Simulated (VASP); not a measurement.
Here is a VASP 6.6.1 calculation.

INCAR

```
ALGO = Normal
EDIFF = 1E-6
ENCUT = 520
GGA = PE
ISIF = 2
ISMEAR = 0
LASPH = T
LCHARG = T
LELF = T
LREAL = F
LVHAR = T
LWAVE = F
NBANDS = 24
NELM = 100
PREC = Accurate
SIGMA = 0.1
```

File KPOINTS:

```
k-points
0
Gamma
  6 6 4
```

File POSCAR:

```
BaC5
1.0
    4.1601242100      0.0000000000      0.0000000000
   -2.0800621000      3.6027732500      0.0000000000
    0.0000000000      0.0000000000      4.2891480000
Ba C
1 5
Direct
    0.0000000000      0.0000000000      0.0000000000
    0.5000000000      0.0000000000      0.0000000000
    0.0000000000      0.5000000000      0.0000000000
    0.5000000000      0.5000000000      0.0000000000
    0.3333333300      0.6666666700      0.5000000000
    0.6666666700      0.3333333300      0.5000000000
```

Potentials or basis: VASP PAW PBE potentials, release 64 (Ba_sv, C).

The run is started by

```console
$ cat potpaw_PBE.64/Ba_sv/POTCAR potpaw_PBE.64/C/POTCAR > POTCAR
$ mpirun -np 1 vasp_std > vasp.out
```

**Question.** What does it give for the pressure?

**Answer.** 53.2 GPa.

**Question.** Estimate the band gap on the k mesh.

**Answer.** Zero (band 15 reaches 6.62 eV, above the bottom of band 16 at 4.67 eV).

Stress tensor (GPa, compression positive):
```
82.51  0.00  0.00
 0.00 82.51  0.00
 0.00  0.00 -5.29
```

Caveat: the k points lie up to 0.37 Å⁻¹ apart; spin-orbit coupling is left out, which moves the levels of the heavy elements.
